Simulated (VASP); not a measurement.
# Ga (Fm-3m) in VASP: single point with PBEsol

Aim: the single point of Ga with PBEsol.

Everything below comes from runs of VASP 6.6.1. Logs are shortened: lines on timing, memory, paths and dates and some standing lists are left out, and cuts for length are marked.

## (1) The cell of the first run

It takes space group Fm-3m (No. 225, cubic). Conventional cell: a = 4.507 Å, b = 4.507 Å, c = 4.507 Å, α = 90.00°, β = 90.00°, γ = 90.00°. Ga (site symmetry m-3m) has 12 Ga at 3.19 Å within 4.2 Å.

## (2) Single point, PBEsol

Input file INCAR:

```
  ALGO = Normal
  EDIFF = 1E-7
  ENCUT = 520
  GGA = PS
  ISIF = 2
  ISMEAR = 1
  LASPH = True
  LCHARG = False
  LREAL = False
  LWAVE = False
  NBANDS = 12
  NELM = 100
  PREC = Accurate
  SIGMA = 0.02
```

Input file KPOINTS:

```
k-points
0
Gamma
  7 7 7
```

Input file POSCAR:

```
Ga
1.0
    0.0000000000      2.2535010000      2.2535010000
    2.2535010000      0.0000000000      2.2535010000
    2.2535010000      2.2535010000      0.0000000000
Ga
1
Direct
    0.0000000000      0.0000000000      0.0000000000
```

Potentials or basis: VASP PAW PBE potentials, release 64 (Ga_d).

The run is started by

```console
> cat potpaw_PBE.64/Ga_d/POTCAR > POTCAR
> mpirun -np 1 vasp_std > vasp.out
```

OUTCAR:

```text
EDIFF = 1E-7
   ENCUT = 520
   GGA = PS
   ISIF = 2
   ISMEAR = 1
   LASPH = True
   LREAL = False
   NELM = 100
   PREC = Accurate

 ion  position               nearest neighbor table
   1  0.000  0.000  0.000-

  LATTYP: Found a face centered cubic cell.
 ALAT       =     4.5070020000

  Lattice vectors:

 A1 = (   0.0000000000,   2.2535010000,   2.2535010000)
 A2 = (   2.2535010000,   0.0000000000,   2.2535010000)
 A3 = (   2.2535010000,   2.2535010000,   0.0000000000)

Analysis of symmetry for initial positions (statically):
=====================================================================
 Subroutine PRICEL returns:
 Original cell was already a primitive cell.

 Routine SETGRP: Setting up the symmetry group for a
 face centered cubic supercell.

 Subroutine GETGRP returns: Found 48 space group operations
 (whereof 48 operations were pure point group operations)
 out of a pool of 48 trial point group operations.

The static configuration has the point symmetry O_h .

Analysis of symmetry for dynamics (positions and initial velocities):
=====================================================================
 Subroutine PRICEL returns:
 Original cell was already a primitive cell.

 Routine SETGRP: Setting up the symmetry group for a
 face centered cubic supercell.

 Subroutine GETGRP returns: Found 48 space group operations
 (whereof 48 operations were pure point group operations)
 out of a pool of 48 trial point group operations.

The dynamic configuration has the point symmetry O_h .

 Subroutine INISYM returns: Found 48 space group operations
 (whereof 48 operations are pure point group operations),
 and found     1 'primitive' translations

----------------------------------------------------------------------------------------

                                     Primitive cell

  volume of cell :      22.8878

  direct lattice vectors                    reciprocal lattice vectors
     0.000000000  2.253501000  2.253501000    -0.221876982  0.221876982  0.221876982
     2.253501000  0.000000000  2.253501000     0.221876982 -0.221876982  0.221876982
     2.253501000  2.253501000  0.000000000     0.221876982  0.221876982 -0.221876982

  length of vectors
     3.186931677  3.186931677  3.186931677     0.384302205  0.384302205  0.384302205

  position of ions in fractional coordinates (direct lattice)
     0.000000000  0.000000000  0.000000000

  ion indices of the primitive-cell ions
   primitive index   ion index
                 1           1

----------------------------------------------------------------------------------------

 KPOINTS: k-points

Automatic generation of k-mesh.
 Grid dimensions read from file:
 generate k-points for:    7    7    7

 Generating k-lattice:

  Cartesian coordinates                     Fractional coordinates (reciprocal lattice)
    -0.031696712  0.031696712  0.031696712     0.142857143  0.000000000  0.000000000
     0.031696712 -0.031696712  0.031696712     0.000000000  0.142857143  0.000000000
     0.031696712  0.031696712 -0.031696712     0.000000000  0.000000000  0.142857143

  Length of vectors
     0.054900315  0.054900315  0.054900315

  Shift w.r.t. Gamma in fractional coordinates (k-lattice)
     0.000000000  0.000000000  0.000000000

 Subroutine IBZKPT returns following result:
 ===========================================

 Found     20 irreducible k-points:

 Following reciprocal coordinates:
            Coordinates               Weight
  0.000000  0.000000  0.000000      1.000000
  0.142857  0.000000  0.000000      8.000000
  0.285714  0.000000  0.000000      8.000000
  0.428571  0.000000  0.000000      8.000000
  0.142857  0.142857  0.000000      6.000000
  0.285714  0.142857  0.000000     24.000000
[... 12 lines left out ...]
 -0.428571  0.428571  0.142857     24.000000
 -0.285714  0.428571  0.142857     24.000000
   k-points           NKPTS =     20   k-points in BZ     NKDIM =     20   number of bands    NBANDS=     12
   number of dos      NEDOS =    301   number of ions     NIONS =      1
   total plane-waves  NPLWV =  13824
   dimension x,y,z NGX =    24 NGY =   24 NGZ =   24
   dimension x,y,z NGXF=    48 NGYF=   48 NGZF=   48
   ions per type =               1
   NGX,Y,Z   is equivalent  to a cutoff of  12.52, 12.52, 12.52 a.u.
   NGXF,Y,Z  is equivalent  to a cutoff of  25.04, 25.04, 25.04 a.u.
 SYSTEM =  unknown system
   PREC   = accura    normal or accurate (medium, high low for compatibility)
   ISTART =      0    job   : 0-new  1-cont  2-samecut
   ICHARG =      2    charge: 1-file 2-atom 10-const
   ISPIN  =      1    spin polarized calculation?
   LNONCOLLINEAR =      F non collinear calculations
   LSORBIT =      F    spin-orbit coupling
   LASPH  =      T    aspherical Exc in radial PAW
   ENCUT  =  520.0 eV  38.22 Ry    6.18 a.u.   5.93  5.93  5.93*2*pi/ulx,y,z
   NELM   =    100;   NELMIN=  2; NELMDL= -5     # of ELM steps
   EDIFF  = 0.1E-06   stopping-criterion for ELM
   LREAL  =      F    real-space projection
   EDIFFG = 0.1E-05   stopping-criterion for IOM
   NSW    =      0    number of steps for IOM
   IBRION =     -1    ionic relax: 0-MD 1-quasi-New 2-CG
   NFREE  =      0    steps in history (QN), initial steepest desc. (CG)
   ISIF   =      2    stress and relaxation
   ISYM   =      2    0-nonsym 1-usesym 2-fastsym
   POTIM  = 0.5000    time-step for ionic-motion
   TEBEG  =    0.0;   TEEND  =   0.0 temperature during run
   PSTRESS=    0.0 pullay stress
   NELECT =      13.0000    total number of electrons
   NUPDOWN=      -1.0000    fix difference up-down
   EMIN   =  10.00;   EMAX   =-10.00  energy-range for DOS
   EFERMI =   0.00;   METHOD = LEGACY
   ISMEAR =     1;   SIGMA  =   0.02  broadening in eV -4-tet -1-fermi 0-gaus
   EFERMI_NEDOS =   21; number of points for ismear=-14 and -15
   IALGO  =     38    algorithm
   IMIX   =      4    mixing-type and parameters
     AMIX     =   0.40;   BMIX     =  1.00
     AMIX_MAG =   1.60;   BMIX_MAG =  1.00
  volume/ion in A,a.u.               =      22.89       154.45
  Fermi-wavevector in a.u.,A,eV,Ry     =   1.355777  2.562047 25.009287  1.838131
  Thomas-Fermi vector in A             =   2.482836
   LORBIT       =      0    0 simple, 1 ext, 2 COOP (PROOUT), +10 PAW based schemes
   GGA     = PS    functional components
   LHFCALC =     F    Hartree Fock is set to
   AEXX    =    0.0000 exact exchange contribution
   IVDW    =     0    specifies the selected vdW correction
   LEPSILON=     F    determine dielectric tensor
   LRPA    =     F    only Hartree local field effects (RPA)
 non-spin polarized calculation
 Methfessel and Paxton  Order N= 1 SIGMA  =   0.02
  energy-cutoff  :      520.00
  volume of cell :       22.89
 maximum number of plane-waves:       630
   NGX = 11   NGY = 11   NGZ = 11

 number of electron      13.0000003 magnetization

 Free energy of the ion-electron system (eV)
  ---------------------------------------------------
  ext. energy  EPLUGINS =         0.00000000
  ---------------------------------------------------
  free energy    TOTEN  =        -3.13765707 eV

  energy without entropy =       -3.13761030  energy(sigma->0) =       -3.13764148

 E-fermi :   3.7467     XC(G=0): -10.2248

 val. band max:        3.6450711520   @ k =   0.4286   0.4286   0.0000
 cond. band min:       3.7595016595   @ k =  -0.2857   0.4286   0.1429
 fundamental gap:      0.1144305074
 Fermi energy:         3.7466848321

 k-point     1 :       0.0000    0.0000    0.0000
  band No.  band energies     occupation
      1     -10.9667      2.00000
      2     -10.9667      2.00000
      3     -10.9667      2.00000
      4     -10.8944      2.00000
      5     -10.8944      2.00000
      6      -5.9283      2.00000
      7      13.9839      0.00000
      8      13.9840      0.00000
      9      13.9840      0.00000
     10      18.2397      0.00000
     11      18.2397      0.00000
     12      18.2397      0.00000

 k-point     2 :       0.1429    0.0000    0.0000
  band No.  band energies     occupation
      1     -10.9697      2.00000
      2     -10.9544      2.00000
      3     -10.9544      2.00000
      4     -10.8940      2.00000
      5     -10.8940      2.00000
      6      -5.4747      2.00000
      7      10.4525      0.00000
      8      13.3759      0.00000
      9      13.3760      0.00000
     10      16.7736      0.00000
     11      19.2575      0.00000
     12      19.2575      0.00000

 k-point     3 :       0.2857    0.0000    0.0000
  band No.  band energies     occupation
      1     -10.9813      2.00000
      2     -10.9508      2.00000
      3     -10.9508      2.00000
      4     -10.8687      2.00000
      5     -10.8687      2.00000
      6      -4.1101      2.00000
      7       5.7114      0.00000
      8      12.5575      0.00000
      9      12.5576      0.00000
     10      16.2768      0.00000
     11      18.3072      0.00000
     12      18.3072      0.00000
[... 226 lines left out ...]
 k-point    19 :      -0.4286    0.4286    0.1429
  band No.  band energies     occupation
      1     -11.0149      2.00000
      2     -10.9903      2.00000
      3     -10.8787      2.00000
      4     -10.8472      2.00000
      5     -10.8213      2.00000
      6       0.0070      2.00000
      7       3.8757     -0.00000
      8       5.9166      0.00000
      9       6.5463      0.00000
     10      14.6617      0.00000
     11      15.1939      0.00000
     12      22.4514      0.00000

 k-point    20 :      -0.2857    0.4286    0.1429
  band No.  band energies     occupation
      1     -10.9896      2.00000
      2     -10.9492      2.00000
      3     -10.9161      2.00000
      4     -10.8745      2.00000
      5     -10.8220      2.00000
      6       1.1202      2.00000
      7       3.4750      2.00000
      8       3.7595      0.12500
      9       6.8949      0.00000
     10      15.4803      0.00000
     11      19.3554      0.00000
     12      21.0042      0.00000

------------------------ aborting loop because EDIFF is reached ----------------------------------------

  FORCE on cell =-STRESS in cart. coord.  units (eV):
  Direction    XX          YY          ZZ          XY          YZ          ZX
  --------------------------------------------------------------------------------------
  -------------------------------------------------------------------------------------
  Total       -1.2599235     -1.2599235     -1.2599235      0.0000000     -0.0000000      0.0000000
  in kB      -88.1965324    -88.1965324    -88.1965324      0.0000000     -0.0000000      0.0000000
  external PRESSURE =     -88.1965324 kB  Pullay stress =       0.0000000 kB

 VOLUME and BASIS-vectors are now :
 -----------------------------------------------------------------------------
  energy-cutoff  :      520.00
  volume of cell :       22.89
      direct lattice vectors                 reciprocal lattice vectors
     0.000000000  2.253501000  2.253501000    -0.221876982  0.221876982  0.221876982
     2.253501000  0.000000000  2.253501000     0.221876982 -0.221876982  0.221876982
     2.253501000  2.253501000  0.000000000     0.221876982  0.221876982 -0.221876982

 POSITION                                       TOTAL-FORCE (eV/Angst)
 -----------------------------------------------------------------------------------
      0.00000      0.00000      0.00000        -0.000000     -0.000000     -0.000000
 -----------------------------------------------------------------------------------
    total drift:                               -0.000000      0.000000     -0.000000

  FREE ENERGIE OF THE ION-ELECTRON SYSTEM (eV)
  ---------------------------------------------------
  free  energy   TOTEN  =        -3.1376570738 eV

  energy  without entropy=       -3.1376103027  energy(sigma->0) =       -3.13764148
```

Wall time 3.6 s (1 thread of Intel Xeon Platinum 8488C (Sapphire Rapids), shared host); peak memory 0.13 GiB.

Results:

```
Free energy : -3.1377 eV
Pressure    : -8.8 GPa
```

Caveat: the PAW data sets were made with another functional, which shifts forces and pressure a little.
